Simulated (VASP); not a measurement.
# ZnSe (v.eA) (F-43m) in VASP: further runs

ZnSe (v.eA) is run at these levels: PBE; tasks: single point.

All numbers are computed with VASP 6.6.1; they aren't measurements. Logs are shortened: lines on timing, memory, paths and dates and some standing lists are left out, and cuts for length are marked.

## 1. The cell of the first run

It takes space group F-43m (No. 216, cubic). The conventional cell has a = 5.733 Å, b = 5.733 Å, c = 5.733 Å, α = 90.00°, β = 90.00°, γ = 90.00°. Zn (site symmetry -43m) has 4 Se at 2.48 Å within 3.3 Å. Within 3.3 Å of Se (site symmetry -43m) lie 4 Zn at 2.48 Å.

## 2. Single point, PBE

The input, INCAR:

```
PREC = Accurate
ENCUT = 500
EDIFF = 1E-6
ISMEAR = 0
SIGMA = 0.1
LREAL = False
LASPH = True
NELM = 120
ALGO = Normal
ISIF = 2
LWAVE = False
LCHARG = False
GGA = PE
NBANDS = 26
GGA_COMPAT = False
```

The input, KPOINTS:

```
Automatic mesh
0
Gamma
  4 4 4
```

The input, POSCAR:

```
ZnSe
1.0
    4.0538030781      0.0000000000      0.0000000000
    0.0000000000      5.7329433119      0.0000000000
    0.0000000000      0.0000000000      4.0538030781
Zn Se
2 2
Direct
    0.0000000000      0.0000000000      0.0000000000
    0.5000000000      0.5000000000      0.5000058000
    0.5000000000      0.2500000000      0.0000000000
    0.0000000000      0.7500000000      0.5000058000
```

Potentials or basis: VASP PAW PBE potentials, release 64 (Zn, Se).

Started as:

```bash
cat potpaw_PBE.64/Zn/POTCAR potpaw_PBE.64/Se/POTCAR > POTCAR
mpirun -np 1 vasp_std > vasp.out
```

OUTCAR:

```text
PREC = Accurate
   ENCUT = 500
   EDIFF = 1E-6
   ISMEAR = 0
   LREAL = False
   LASPH = True
   NELM = 120
   ISIF = 2
   GGA = PE

 ion  position               nearest neighbor table
   1  0.000  0.000  0.000-   4 2.48   3 2.48   3 2.48   4 2.48
   2  0.500  0.500  0.500-   3 2.48   4 2.48   4 2.48   3 2.48
   3  0.500  0.250  0.000-   2 2.48   1 2.48   1 2.48   2 2.48
   4  0.000  0.750  0.500-   1 2.48   2 2.48   2 2.48   1 2.48

  LATTYP: Found a simple tetragonal cell.
 ALAT       =     4.0538030781
 C/A-ratio  =     1.4142135672

  Lattice vectors:

 A1 = (  -4.0538030781,   0.0000000000,   0.0000000000)
 A2 = (   0.0000000000,   0.0000000000,   4.0538030781)
 A3 = (   0.0000000000,   5.7329433119,   0.0000000000)

Analysis of symmetry for initial positions (statically):
=====================================================================
 Subroutine PRICEL returns:
 Original cell was already a primitive cell.

 Routine SETGRP: Setting up the symmetry group for a
 simple tetragonal supercell.

 Subroutine GETGRP returns: Found  8 space group operations
 (whereof  6 operations were pure point group operations)
 out of a pool of 16 trial point group operations.

The static configuration has the point symmetry C_3h.
 The point group associated with its full space group is D_2d.

Analysis of symmetry for dynamics (positions and initial velocities):
=====================================================================
 Subroutine PRICEL returns:
 Original cell was already a primitive cell.

 Routine SETGRP: Setting up the symmetry group for a
 simple tetragonal supercell.

 Subroutine GETGRP returns: Found  8 space group operations
 (whereof  6 operations were pure point group operations)
 out of a pool of 16 trial point group operations.

The dynamic configuration has the point symmetry C_3h.
 The point group associated with its full space group is D_2d.

 Subroutine INISYM returns: Found  8 space group operations
 (whereof  6 operations are pure point group operations),
 and found     1 'primitive' translations

----------------------------------------------------------------------------------------

                                     Primitive cell

[... 82 lines left out ...]
   LNONCOLLINEAR =      F non collinear calculations
   LSORBIT =      F    spin-orbit coupling
   LASPH  =      T    aspherical Exc in radial PAW
   ENCUT  =  500.0 eV  36.75 Ry    6.06 a.u.   7.39 10.45  7.39*2*pi/ulx,y,z
   NELM   =    120;   NELMIN=  2; NELMDL= -5     # of ELM steps
   EDIFF  = 0.1E-05   stopping-criterion for ELM
   LREAL  =      F    real-space projection
   EDIFFG = 0.1E-04   stopping-criterion for IOM
   NSW    =      0    number of steps for IOM
   IBRION =     -1    ionic relax: 0-MD 1-quasi-New 2-CG
   NFREE  =      0    steps in history (QN), initial steepest desc. (CG)
   ISIF   =      2    stress and relaxation
   ISYM   =      2    0-nonsym 1-usesym 2-fastsym
   POTIM  = 0.5000    time-step for ionic-motion
   TEBEG  =    0.0;   TEEND  =   0.0 temperature during run
   PSTRESS=    0.0 pullay stress
   NELECT =      36.0000    total number of electrons
   NUPDOWN=      -1.0000    fix difference up-down
   EMIN   =  10.00;   EMAX   =-10.00  energy-range for DOS
   EFERMI =   0.00;   METHOD = LEGACY
   ISMEAR =     0;   SIGMA  =   0.10  broadening in eV -4-tet -1-fermi 0-gaus
   EFERMI_NEDOS =   21; number of points for ismear=-14 and -15
   IALGO  =     38    algorithm
   IMIX   =      4    mixing-type and parameters
     AMIX     =   0.40;   BMIX     =  1.00
     AMIX_MAG =   1.60;   BMIX_MAG =  1.00
  volume/ion in A,a.u.               =      23.55       158.94
  Fermi-wavevector in a.u.,A,eV,Ry     =   1.187977  2.244951 19.201756  1.411289
  Thomas-Fermi vector in A             =   2.324117
   LORBIT       =      0    0 simple, 1 ext, 2 COOP (PROOUT), +10 PAW based schemes
   GGA     = PE    functional components
   LHFCALC =     F    Hartree Fock is set to
   AEXX    =    0.0000 exact exchange contribution
   IVDW    =     0    specifies the selected vdW correction
   LEPSILON=     F    determine dielectric tensor
   LRPA    =     F    only Hartree local field effects (RPA)
 non-spin polarized calculation
 Gauss-broadening in eV      SIGMA  =   0.10
  energy-cutoff  :      500.00
  volume of cell :       94.21
 maximum number of plane-waves:      2432
 NGX is ok and might be reduce to    30
   NGX = 15   NGY = 21   NGZ = 15

 number of electron      36.0000012 magnetization

 Free energy of the ion-electron system (eV)
  ---------------------------------------------------
  ext. energy  EPLUGINS =         0.00000000
  ---------------------------------------------------
  free energy    TOTEN  =       -12.02173487 eV

  energy without entropy =      -12.02173487  energy(sigma->0) =      -12.02173487

 E-fermi :   1.8178     XC(G=0):  -9.1606

 val. band max:        1.3357213362   @ k =   0.0000   0.0000   0.0000
 cond. band min:       2.4834649945   @ k =   0.0000   0.0000   0.0000
 fundamental gap:      1.1477436582
 Fermi energy:         1.8177578979

 k-point     1 :       0.0000    0.0000    0.0000
  band No.  band energies     occupation
      1     -11.7081      2.00000
      2     -10.7270      2.00000
      3      -5.1026      2.00000
      4      -5.1026      2.00000
      5      -5.1016      2.00000
      6      -5.0544      2.00000
[... 511 lines left out ...]
     25       9.0387      0.00000
     26       9.0389      0.00000

------------------------ aborting loop because EDIFF is reached ----------------------------------------

  FORCE on cell =-STRESS in cart. coord.  units (eV):
  Direction    XX          YY          ZZ          XY          YZ          ZX
  --------------------------------------------------------------------------------------
  -------------------------------------------------------------------------------------
  Total        0.2379811      0.0217644      0.2379811      0.0000000      0.0000000      0.0000000
  in kB        4.0471573      0.3701299      4.0471573      0.0000000      0.0000000      0.0000000
  external PRESSURE =       2.8214815 kB  Pullay stress =       0.0000000 kB

 VOLUME and BASIS-vectors are now :
 -----------------------------------------------------------------------------
  energy-cutoff  :      500.00
  volume of cell :       94.21
      direct lattice vectors                 reciprocal lattice vectors
     4.053803078  0.000000000  0.000000000     0.246681938  0.000000000  0.000000000
     0.000000000  5.732943312  0.000000000     0.000000000  0.174430471  0.000000000
     0.000000000  0.000000000  4.053803078     0.000000000  0.000000000  0.246681938

 POSITION                                       TOTAL-FORCE (eV/Angst)
 -----------------------------------------------------------------------------------
      0.00000      0.00000      0.00000         0.000000      0.000114      0.001978
      2.02690      2.86647      2.02693         0.000000     -0.000114     -0.001978
      2.02690      1.43324      0.00000         0.000000     -0.000559      0.003744
      0.00000      4.29971      2.02693         0.000000      0.000559     -0.003744
 -----------------------------------------------------------------------------------
    total drift:                                0.000000      0.000000     -0.011519

  FREE ENERGIE OF THE ION-ELECTRON SYSTEM (eV)
  ---------------------------------------------------
  free  energy   TOTEN  =       -12.0217348692 eV

  energy  without entropy=      -12.0217348692  energy(sigma->0) =      -12.02173487
```

Wall time 52 s (1 thread of Intel Xeon 8259CL, shared host); peak memory 0.19 GiB.

The run converged, but its numbers aren't listed here, since they failed a check.

Caveat: the result breaks the symmetry of the cell.

## 3. Single point, PBE

The input, INCAR:

```
SYSTEM = ZnSe
ALGO     = Normal         ! electronic algorithm
EDIFF    = 1E-6           ! SCF threshold, eV
ENCUT    = 500            ! plane-wave cutoff, eV
GGA      = PE             ! functional
GGA_COMPAT= .FALSE.      
ISIF     = 2              ! what is computed and relaxed
ISMEAR   = 0              ! smearing method
LASPH    = .TRUE.         ! aspherical terms in the spheres
LCHARG   = .FALSE.        ! write CHGCAR
LREAL    = .FALSE.        ! projectors in reciprocal space
LWAVE    = .FALSE.        ! write WAVECAR
NBANDS   = 26             ! bands
NELM     = 120            ! most SCF steps
PREC     = Accurate       ! precision mode
SIGMA    = 0.02           ! smearing width, eV
```

The input, KPOINTS:

```
k-points
0
G
  8 6 8
  0 0 0
```

The input, POSCAR:

```
ZnSe
1.0
    4.0538030781      0.0000000000      0.0000000000
    0.0000000000      5.7329433119      0.0000000000
    0.0000000000      0.0000000000      4.0538030781
Zn Se
2 2
Direct
    0.0000000000      0.0000000000      0.0000000000
    0.5000000000      0.5000000000      0.5000000000
    0.5000000000      0.2500000000      0.0000000000
    0.0000000000      0.7500000000      0.5000000000
```

Potentials or basis: VASP PAW PBE potentials, release 64 (Zn, Se).

Started as:

```bash
cat potpaw_PBE.64/Zn/POTCAR potpaw_PBE.64/Se/POTCAR > POTCAR
mpirun -np 1 vasp_std > vasp.out
```

It took 2.9 min on 1 thread of Intel Xeon 8259CL, shared host; peak memory 0.26 GiB.

The run converged. Its results:

| Item | Value |
| --- | --- |
| Free energy | -12.0656 eV |
| Pressure | 0.2 GPa |
| Band gap on the k mesh | 1.15 eV |

Levels at points of the mesh, in eV from the valence-band top:
| k point | band 14 | band 15 | band 16 | band 17 | band 18 | band 19 | band 20 | band 21 | band 22 | band 23 |
| --- | --- | --- | --- | --- | --- | --- | --- | --- | --- | --- |
| (0.00, 0.00, 0.00) | -2.06 | -2.06 | 0.00 | 0.00 | 0.00 | 1.15 | 3.06 | 3.46 | 5.81 | 5.81 |
| (0.50, 0.00, 0.00) | -4.02 | -2.41 | -2.41 | -0.86 | -0.86 | 4.05 | 4.05 | 6.34 | 6.34 | 6.74 |
| (0.00, 0.50, 0.00) | -2.83 | -1.18 | -1.18 | -1.18 | -1.18 | 3.84 | 3.84 | 4.04 | 4.04 | 7.94 |
| (0.50, 0.50, 0.00) | -5.01 | -0.82 | -0.82 | -0.82 | -0.82 | 2.48 | 2.48 | 6.39 | 6.39 | 6.39 |
| (0.50, 0.00, 0.50) | -4.60 | -2.06 | -2.06 | -2.06 | -2.06 | 3.06 | 3.06 | 3.46 | 3.46 | 10.49 |
| (0.50, 0.50, 0.50) | -4.52 | -2.63 | -2.63 | -2.51 | -2.51 | 5.39 | 5.39 | 5.48 | 5.48 | 6.89 |

## 4. Single point, PBE

The input, INCAR:

```
PREC     = Accurate       # precision mode
ENCUT    = 500            # plane-wave cutoff, eV
EDIFF    = 1E-6           # SCF threshold, eV
ISMEAR   = 0              # smearing method
SIGMA    = 0.02           # smearing width, eV
LREAL    = False          # projectors in reciprocal space
LASPH    = True           # aspherical terms in the spheres
NELM     = 120            # most SCF steps
ALGO     = Normal         # electronic algorithm
ISIF     = 2              # what is computed and relaxed
LWAVE    = False          # write WAVECAR
LCHARG   = False          # write CHGCAR
GGA      = PE             # functional
NBANDS   = 26             # bands
GGA_COMPAT= False
```

The input, KPOINTS:

```
regular mesh
0
Gamma
  8 6 8
```

POSCAR is that of step 3.

Started as:

```bash
cat potpaw_PBE.64/Zn/POTCAR potpaw_PBE.64/Se/POTCAR > POTCAR
mpirun -np 1 vasp_std > vasp.out
```

It took 2.9 min on 1 thread of Intel Xeon 8259CL, shared host; peak memory 0.26 GiB.

It converged, with:

- Free energy: -12.0656 eV
- Pressure: 0.2 GPa
- Band gap on the k mesh: 1.15 eV

Levels at points of the mesh, in eV from the valence-band top:
```
           k point  band 14  band 15  band 16  band 17  band 18  band 19  band 20  band 21  band 22  band 23
(0.00, 0.00, 0.00)    -2.06    -2.06     0.00     0.00     0.00     1.15     3.06     3.46     5.81     5.81
(0.50, 0.00, 0.00)    -4.02    -2.41    -2.41    -0.86    -0.86     4.05     4.05     6.34     6.34     6.74
(0.00, 0.50, 0.00)    -2.83    -1.18    -1.18    -1.18    -1.18     3.84     3.84     4.04     4.04     7.94
(0.50, 0.50, 0.00)    -5.01    -0.82    -0.82    -0.82    -0.82     2.48     2.48     6.39     6.39     6.39
(0.50, 0.00, 0.50)    -4.60    -2.06    -2.06    -2.06    -2.06     3.06     3.06     3.46     3.46    10.49
(0.50, 0.50, 0.50)    -4.52    -2.63    -2.63    -2.51    -2.51     5.39     5.39     5.48     5.48     6.89
```

A hybrid or GW would open this gap; PBE tends to underestimate it.

## 5. Single point, PBE

The input, INCAR:

```
SYSTEM = ZnSe
PREC = Accurate
ENCUT = 500
EDIFF = 1E-6
ISMEAR = 0
SIGMA = 0.02
LREAL = .FALSE.
LASPH = .TRUE.
NELM = 120
ALGO = Normal
ISIF = 2
LWAVE = .FALSE.
LCHARG = .FALSE.
GGA = PE
NBANDS = 26
GGA_COMPAT = .FALSE.
```

The input, KPOINTS:

```
Automatic mesh
0
G
  8 6 8
  0 0 0
```

The input, POSCAR:

```
ZnSe
1.0
    4.0538030781      0.0000000000      0.0000000000
    0.0000000000      5.7329433119      0.0000000000
    0.0000000000      0.0000000000      4.0538030781
Zn Se
2 2
Direct
    0.0000000000      0.0000000000      0.0000000000
    0.5000000000      0.5000000000      0.5000058000
    0.5000000000      0.2500000000      0.0000000000
    0.0000000000      0.7500000000      0.5000058000
```

Started as:

```bash
cat potpaw_PBE.64/Zn/POTCAR potpaw_PBE.64/Se/POTCAR > POTCAR
mpirun -np 1 vasp_std > vasp.out
```

It took 3.1 min on 1 thread of Intel Xeon 8259CL, shared host; peak memory 0.26 GiB.

It converged, with:

```yaml
Free_energy: -12.0656 eV
Pressure: 0.2 GPa
Band_gap_on_the_k_mesh: 1.15 eV
```

Levels at points of the mesh, in eV from the valence-band top:
```tsv
k point	band 14	band 15	band 16	band 17	band 18	band 19	band 20	band 21	band 22	band 23
(0.00, 0.00, 0.00)	-2.06	-2.06	0.00	0.00	0.00	1.15	3.06	3.46	5.81	5.81
(0.50, 0.00, 0.00)	-4.02	-2.41	-2.41	-0.86	-0.86	4.05	4.05	6.34	6.34	6.74
(0.00, 0.50, 0.00)	-2.83	-1.18	-1.18	-1.18	-1.18	3.84	3.84	4.04	4.04	7.94
(0.50, 0.50, 0.00)	-5.01	-0.82	-0.82	-0.82	-0.82	2.48	2.48	6.39	6.39	6.39
(0.50, 0.00, 0.50)	-4.60	-2.06	-2.06	-2.06	-2.06	3.06	3.06	3.46	3.46	10.49
(0.50, 0.50, 0.50)	-4.52	-2.63	-2.63	-2.51	-2.51	5.39	5.39	5.48	5.48	6.89
```
